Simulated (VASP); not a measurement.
Wanted: the native input for a VASP 6.6.1 run.

- Task: single point
- Functional: LDA
- Potentials or basis: VASP PAW LDA potentials, release 64 (Ge_d)
- Cutoff: 520 eV
- k mesh: 10 × 10 × 10
- Occupations: fermi-dirac, width 0.3 eV
- Spin: no spin polarisation
- Dipole correction: no
- Further INCAR settings: ALGO = Normal; EDIFF = 1e-06; NBANDS = 21

The structure of Ge lies in POSCAR:

```
Ge
1.0
    0.0000000000      2.8147752533      2.8147752533
    2.8147752533      0.0000000000      2.8147752533
    2.8147752533      2.8147752533      0.0000000000
Ge
2
Direct
    0.5000000000      0.5000000000      0.5000000000
    0.7500000000      0.7500000000      0.7500000000
```

One way to write it, as run:

INCAR

```
  PREC = Accurate
  ENCUT = 520
  EDIFF = 1E-6
  ISMEAR = -1
  SIGMA = 0.3
  LREAL = False
  LASPH = True
  NELM = 100
  ALGO = Normal
  ISIF = 2
  LWAVE = False
  LCHARG = True
  GGA = CA
  LELF = True
  LVHAR = True
  NBANDS = 21
```

KPOINTS

```
Automatic mesh
0
Gamma
  10 10 10
```

Potentials or basis: VASP PAW LDA potentials, release 64 (Ge_d).

Run with:

```sh
$ cat potpaw_LDA.64/Ge_d/POTCAR > POTCAR
$ mpirun -np 1 vasp_std > vasp.out
```

It gave:

* Pressure: 0.2 GPa
* Band gap on the k mesh: zero (filled and empty bands touch)

Caveat: so wide a smearing shifts energies and pressures; semilocal functionals underestimate gaps, and a narrow one can read as zero.

Wall time 23 s on 1 thread of Intel(R) Xeon(R) 6975P-C (Granite Rapids), with other jobs on the host, peak memory 0.16 GiB.
